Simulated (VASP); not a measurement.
# Ru (P6_3/mmc) in VASP: a series of runs, part 2 of 2

VASP 6.6.1.

### 3 Single point, PBEsol

This run uses another cell than the first one, of 12.68 Å³/atom, 0.997 times its volume.

Contents of INCAR:

```
SYSTEM = Ru
  PREC = Accurate
  ENCUT = 520
  EDIFF = 1E-6
  ISMEAR = 0
  SIGMA = 0.15
  LREAL = .False.
  LASPH = .True.
  NELM = 80
  ALGO = Normal
  ISIF = 2
  LWAVE = .False.
  LCHARG = .False.
  GGA = PS
  NBANDS = 21
```

Contents of KPOINTS:

```
regular mesh
0
Gamma
  18 18 10
  0 0 0
```

Contents of POSCAR:

```
Ru
1.0
    2.6896847531      0.0000000000      0.0000000000
   -1.3448423765      2.3293353243      0.0000000000
    0.0000000000      0.0000000000      4.0483000000
Ru
2
Direct
    0.3333333333      0.6666666667      0.2500000000
    0.6666666667      0.3333333333      0.7500000000
```

Potentials or basis: VASP PAW PBE potentials, release 64 (Ru_pv).

Command:

```
$ cat potpaw_PBE.64/Ru_pv/POTCAR > POTCAR
$ mpirun -np 1 vasp_std > vasp.out
```

OUTCAR:

```text
SYSTEM = Ru
   PREC = Accurate
   ENCUT = 520
   EDIFF = 1E-6
   ISMEAR = 0
   LREAL = .False.
   LASPH = .True.
   NELM = 80
   ISIF = 2
   GGA = PS

 ion  position               nearest neighbor table
   1  0.333  0.667  0.250-   2 2.55   2 2.55   2 2.55   2 2.55   2 2.55   2 2.55
   2  0.667  0.333  0.750-   1 2.55   1 2.55   1 2.55   1 2.55   1 2.55   1 2.55

  LATTYP: Found a hexagonal cell.
 ALAT       =     2.6896847531
 C/A-ratio  =     1.5051206262

  Lattice vectors:

 A1 = (   2.6896847531,   0.0000000000,   0.0000000000)
 A2 = (  -1.3448423765,   2.3293353243,   0.0000000000)
 A3 = (   0.0000000000,   0.0000000000,   4.0483000000)

Analysis of symmetry for initial positions (statically):
=====================================================================
 Subroutine PRICEL returns:
 Original cell was already a primitive cell.

 Routine SETGRP: Setting up the symmetry group for a
 hexagonal supercell.

 Subroutine GETGRP returns: Found 24 space group operations
 (whereof 12 operations were pure point group operations)
 out of a pool of 24 trial point group operations.

The static configuration has the point symmetry D_3d.
 The point group associated with its full space group is D_6h.

Analysis of symmetry for dynamics (positions and initial velocities):
=====================================================================
 Subroutine PRICEL returns:
 Original cell was already a primitive cell.

 Routine SETGRP: Setting up the symmetry group for a
 hexagonal supercell.

 Subroutine GETGRP returns: Found 24 space group operations
 (whereof 12 operations were pure point group operations)
 out of a pool of 24 trial point group operations.

The dynamic configuration has the point symmetry D_3d.
 The point group associated with its full space group is D_6h.

 Subroutine INISYM returns: Found 24 space group operations
 (whereof 12 operations are pure point group operations),
 and found     1 'primitive' translations

----------------------------------------------------------------------------------------

                                     Primitive cell

  volume of cell :      25.3633

  direct lattice vectors                    reciprocal lattice vectors
     2.689684753  0.000000000  0.000000000     0.371790783  0.214653509  0.000000000
    -1.344842376  2.329335324  0.000000000     0.000000000  0.429307017  0.000000000
     0.000000000  0.000000000  4.048300000     0.000000000  0.000000000  0.247017267

  length of vectors
     2.689684753  2.689684753  4.048300000     0.429307017  0.429307017  0.247017267

  position of ions in fractional coordinates (direct lattice)
     0.333333333  0.666666667  0.250000000
     0.666666667  0.333333333  0.750000000

  ion indices of the primitive-cell ions
   primitive index   ion index
                 1           1
                 2           2

----------------------------------------------------------------------------------------

 KPOINTS: regular mesh

Automatic generation of k-mesh.
 Grid dimensions read from file:
 generate k-points for:   18   18   10

 Generating k-lattice:

  Cartesian coordinates                     Fractional coordinates (reciprocal lattice)
     0.020655043  0.011925195  0.000000000     0.055555556  0.000000000  0.000000000
     0.000000000  0.023850390  0.000000000     0.000000000  0.055555556  0.000000000
     0.000000000  0.000000000  0.024701727     0.000000000  0.000000000  0.100000000

  Length of vectors
     0.023850390  0.023850390  0.024701727

  Shift w.r.t. Gamma in fractional coordinates (k-lattice)
     0.000000000  0.000000000  0.000000000

 Subroutine IBZKPT returns following result:
 ===========================================

 Found    222 irreducible k-points:

 Following reciprocal coordinates:
            Coordinates               Weight
  0.000000  0.000000  0.000000      1.000000
  0.055556 -0.000000  0.000000      6.000000
  0.111111 -0.000000  0.000000      6.000000
  0.166667 -0.000000  0.000000      6.000000
  0.222222  0.000000  0.000000      6.000000
  0.277778  0.000000  0.000000      6.000000
[... 16 lines left out ...]
  0.333333  0.111111  0.000000     12.000000
  0.388889  0.111111  0.000000     12.000000
 [... further k-points ...]
   k-points           NKPTS =    222   k-points in BZ     NKDIM =    222   number of bands    NBANDS=     21
   number of dos      NEDOS =    301   number of ions     NIONS =      2
   total plane-waves  NPLWV =  12000
   dimension x,y,z NGX =    20 NGY =   20 NGZ =   30
   dimension x,y,z NGXF=    40 NGYF=   40 NGZF=   60
   ions per type =               2
   NGX,Y,Z   is equivalent  to a cutoff of  12.36, 12.36, 12.32 a.u.
   NGXF,Y,Z  is equivalent  to a cutoff of  24.72, 24.72, 24.64 a.u.
 SYSTEM =  Ru
   PREC   = accura    normal or accurate (medium, high low for compatibility)
   ISTART =      0    job   : 0-new  1-cont  2-samecut
   ICHARG =      2    charge: 1-file 2-atom 10-const
   ISPIN  =      1    spin polarized calculation?
   LNONCOLLINEAR =      F non collinear calculations
   LSORBIT =      F    spin-orbit coupling
   LASPH  =      T    aspherical Exc in radial PAW
   ENCUT  =  520.0 eV  38.22 Ry    6.18 a.u.   5.00  5.00  7.53*2*pi/ulx,y,z
   NELM   =     80;   NELMIN=  2; NELMDL= -5     # of ELM steps
   EDIFF  = 0.1E-05   stopping-criterion for ELM
   LREAL  =      F    real-space projection
   EDIFFG = 0.1E-04   stopping-criterion for IOM
   NSW    =      0    number of steps for IOM
   IBRION =     -1    ionic relax: 0-MD 1-quasi-New 2-CG
   NFREE  =      0    steps in history (QN), initial steepest desc. (CG)
   ISIF   =      2    stress and relaxation
   ISYM   =      2    0-nonsym 1-usesym 2-fastsym
   POTIM  = 0.5000    time-step for ionic-motion
   TEBEG  =    0.0;   TEEND  =   0.0 temperature during run
   PSTRESS=    0.0 pullay stress
   NELECT =      28.0000    total number of electrons
   NUPDOWN=      -1.0000    fix difference up-down
   EMIN   =  10.00;   EMAX   =-10.00  energy-range for DOS
   EFERMI =   0.00;   METHOD = LEGACY
   ISMEAR =     0;   SIGMA  =   0.15  broadening in eV -4-tet -1-fermi 0-gaus
   EFERMI_NEDOS =   21; number of points for ismear=-14 and -15
   IALGO  =     38    algorithm
   IMIX   =      4    mixing-type and parameters
     AMIX     =   0.40;   BMIX     =  1.00
     AMIX_MAG =   1.60;   BMIX_MAG =  1.00
  volume/ion in A,a.u.               =      12.68        85.58
  Fermi-wavevector in a.u.,A,eV,Ry     =   1.691968  3.197356 38.950157  2.862756
  Thomas-Fermi vector in A             =   2.773639
   LORBIT       =      0    0 simple, 1 ext, 2 COOP (PROOUT), +10 PAW based schemes
   GGA     = PS    functional components
   LHFCALC =     F    Hartree Fock is set to
   AEXX    =    0.0000 exact exchange contribution
   IVDW    =     0    specifies the selected vdW correction
   LEPSILON=     F    determine dielectric tensor
   LRPA    =     F    only Hartree local field effects (RPA)
 non-spin polarized calculation
 Gauss-broadening in eV      SIGMA  =   0.15
  energy-cutoff  :      520.00
  volume of cell :       25.36
 maximum number of plane-waves:       711
 NGX is ok and might be reduce to    20

 number of electron      28.0000010 magnetization

 Free energy of the ion-electron system (eV)
  ---------------------------------------------------
  ext. energy  EPLUGINS =         0.00000000
  ---------------------------------------------------
  free energy    TOTEN  =       -20.19976274 eV

  energy without entropy =      -20.18162005  energy(sigma->0) =      -20.19069140

 E-fermi :  14.0135     XC(G=0): -14.7015

 val. band max:       14.0099698217   @ k =   0.3889   0.2222   0.3000
 cond. band min:      14.0139231697   @ k =   0.4444   0.1111   0.4000
 fundamental gap:      0.0039533480
 Fermi energy:        14.0135221795

 k-point     1 :       0.0000    0.0000    0.0000
  band No.  band energies     occupation
      1     -29.9829      2.00000
      2     -28.8028      2.00000
      3     -28.8028      2.00000
      4     -28.5317      2.00000
      5     -28.5317      2.00000
      6     -28.4045      2.00000
[... 13 lines left out ...]
     20      24.2087      0.00000
     21      25.8236      0.00000
[... 529 lines left out ...]
 k-point    24 :       0.3889    0.1111    0.0000
  band No.  band energies     occupation
      1     -29.5646      2.00000
      2     -29.3592      2.00000
      3     -29.2865      2.00000
      4     -29.1065      2.00000
      5     -28.8417      2.00000
      6     -28.6947      2.00000
[... 13 lines left out ...]
     20      24.2065      0.00000
     21      25.8847      0.00000

 [... further k-points ...]

------------------------ aborting loop because EDIFF is reached ----------------------------------------

  FORCE on cell =-STRESS in cart. coord.  units (eV):
  Direction    XX          YY          ZZ          XY          YZ          ZX
  --------------------------------------------------------------------------------------
  -------------------------------------------------------------------------------------
  Total        1.8504940      1.8504940      6.3312711      0.0000000      0.0000000      0.0000000
  in kB      116.8939913    116.8939913    399.9405235      0.0000000      0.0000000      0.0000000
  external PRESSURE =     211.2428354 kB  Pullay stress =       0.0000000 kB

 VOLUME and BASIS-vectors are now :
 -----------------------------------------------------------------------------
  energy-cutoff  :      520.00
  volume of cell :       25.36
      direct lattice vectors                 reciprocal lattice vectors
     2.689684753  0.000000000  0.000000000     0.371790783  0.214653509  0.000000000
    -1.344842376  2.329335324  0.000000000     0.000000000  0.429307017  0.000000000
     0.000000000  0.000000000  4.048300000     0.000000000  0.000000000  0.247017267

 POSITION                                       TOTAL-FORCE (eV/Angst)
 -----------------------------------------------------------------------------------
     -0.00000      1.55289      1.01208         0.000000      0.000000      0.000000
      1.34484      0.77645      3.03622        -0.000000     -0.000000      0.000000
 -----------------------------------------------------------------------------------
    total drift:                                0.000000     -0.000000      0.000000

  FREE ENERGIE OF THE ION-ELECTRON SYSTEM (eV)
  ---------------------------------------------------
  free  energy   TOTEN  =       -20.1997627410 eV

  energy  without entropy=      -20.1816200538  energy(sigma->0) =      -20.19069140
```

OSZICAR:

```text
N       E                     dE             d eps       ncg     rms          rms(c)
DAV:   1     0.289333093914E+03    0.28933E+03   -0.17498E+04  9340   0.150E+03
DAV:   2    -0.157767850326E+02   -0.30511E+03   -0.29554E+03  9534   0.451E+02
DAV:   3    -0.216510942417E+02   -0.58743E+01   -0.58420E+01 10969   0.703E+01
DAV:   4    -0.216942070660E+02   -0.43113E-01   -0.43047E-01 11739   0.576E+00
DAV:   5    -0.216947396131E+02   -0.53255E-03   -0.52868E-03 10542   0.569E-01    0.228E+01
DAV:   6    -0.203132971845E+02    0.13814E+01   -0.29410E+00 11009   0.168E+01    0.679E+00
DAV:   7    -0.202114838346E+02    0.10181E+00   -0.61487E-01 10474   0.577E+00    0.116E+00
DAV:   8    -0.202006386652E+02    0.10845E-01   -0.16710E-02 10324   0.138E+00    0.512E-01
DAV:   9    -0.201997472773E+02    0.89139E-03   -0.79185E-04 10767   0.299E-01    0.311E-02
DAV:  10    -0.201997629818E+02   -0.15704E-04   -0.35090E-05 10342   0.608E-02    0.139E-02
DAV:  11    -0.201997627410E+02    0.24072E-06   -0.45834E-06 10554   0.215E-02
   1 F= -.20199763E+02 E0= -.20190691E+02  d E =-.181427E-01
```

stdout:

```text
POSCAR found type information on POSCAR Ru
 POSCAR found :  1 types and       2 ions
 scaLAPACK will be used
 -----------------------------------------------------------------------------
|                                                                             |
|                                                                             |
|     You enforced a specific xc type in the INCAR file but a different       |
|     I HOPE YOU KNOW WHAT YOU ARE DOING!                                     |
|                                                                             |
 -----------------------------------------------------------------------------

 LDA part: xc-table for (Slater+PW92), standard interpolation
 POSCAR, INCAR and KPOINTS ok, starting setup
 FFT: planning ... GRIDC
 FFT: planning ... GRID_SOFT
 FFT: planning ... GRID
 WAVECAR not read
 entering main loop
```

Run time: 64 s. Hardware: 1 thread of Intel Xeon Platinum 8259CL at 2.50GHz (Skylake/Cascade Lake), shared host; peak memory 0.21 GiB.

What came out:

- Free energy: -20.1998 eV
- Pressure: 21.1 GPa
- Band gap on the k mesh: zero (band 14 reaches 15.58 eV, above the bottom of band 15 at 12.02 eV)

Stress tensor (GPa, compression positive):
```
11.69  0.00  0.00
 0.00 11.69  0.00
 0.00  0.00 39.99
```

Caveat: the PAW data sets were made with another functional, which shifts forces and pressure a little.

### 4 Single point, PBEsol

This run uses another cell than the first one, of the same volume but with other edges.

Contents of INCAR:

```
SYSTEM = Ru
PREC = Accurate
ENCUT = 520
EDIFF = 1E-6
ISMEAR = 0
SIGMA = 0.15
LREAL = .FALSE.
LASPH = .TRUE.
NELM = 80
ALGO = Normal
ISIF = 2
LWAVE = .FALSE.
LCHARG = .FALSE.
GGA = PS
NBANDS = 21
```

Contents of KPOINTS:

```
Automatic mesh
0
G
  18 18 10
  0 0 0
```

Contents of POSCAR:

```
Ru
1.0
    2.7650000000      0.0000000000      0.0000000000
   -1.3825000000      2.3945602415      0.0000000000
    0.0000000000      0.0000000000      3.8442000000
Ru
2
Direct
    0.3333333333      0.6666666667      0.2500000000
    0.6666666667      0.3333333333      0.7500000000
```

Command:

```
$ cat potpaw_PBE.64/Ru_pv/POTCAR > POTCAR
$ mpirun -np 1 vasp_std > vasp.out
```

It took 64 s on 1 thread of Intel Xeon Platinum 8259CL at 2.50GHz (Skylake/Cascade Lake), shared host; peak memory 0.22 GiB.

The run converged. Its results:

```yaml
Free_energy: -19.8149 eV
Pressure: 26.5 GPa
Band_gap_on_the_k_mesh: zero (band 14 reaches 15.50 eV, above the bottom of band 15 at 12.48 eV)
```

Stress tensor (GPa, compression positive):
```
 5.31  0.00  0.00
 0.00  5.31  0.00
 0.00  0.00 69.02
```

Levels at points of the mesh, in eV from the Fermi level:
| k point | band 10 | band 11 | band 12 | band 13 | band 14 | band 15 | band 16 | band 17 | band 18 | band 19 |
| --- | --- | --- | --- | --- | --- | --- | --- | --- | --- | --- |
| (0.00, 0.00, 0.00) | -3.16 | -2.66 | -2.66 | -2.03 | -2.03 | -1.43 | 1.24 | 1.24 | 3.00 | 10.18 |
| (0.50, 0.00, 0.00) | -4.34 | -2.47 | -1.47 | -0.92 | 0.64 | 1.51 | 2.70 | 3.90 | 5.97 | 10.19 |
| (0.00, 0.00, 0.50) | -3.77 | -3.77 | -3.77 | -2.19 | -2.19 | 0.84 | 0.84 | 0.84 | 0.84 | 10.19 |
| (0.50, 0.00, 0.50) | -4.55 | -1.79 | -1.79 | 0.29 | 0.29 | 1.24 | 1.24 | 3.32 | 3.32 | 10.18 |

Caveat: the PAW data sets were made with another functional, which shifts forces and pressure a little.

### 5 Overview

| cell | gap on the mesh (eV) | pressure (GPa) |
| --- | --- | --- |
| a = 2.539, b = 2.539, c = 4.559 Å, angles 90.0, 90.0, 120.0°, 2 atoms | none | 23.5 |
| a = 2.690, b = 2.690, c = 4.048 Å, angles 90.0, 90.0, 120.0°, 2 atoms | none | 21.1 |
| a = 2.765, b = 2.765, c = 3.844 Å, angles 90.0, 90.0, 120.0°, 2 atoms | none | 26.5 |

Alike in all rows: task single point; level PBEsol; potentials or basis VASP PAW PBE potentials, release 64 (Ru_pv); no spin polarisation; k mesh 18 × 18 × 10; cutoff (eV) 520; smearing gaussian 0.15 eV.

Caveats: the PAW data sets were made with another functional, which shifts forces and pressure a little.

Absolute energies hang on the potentials; compare differences alone.
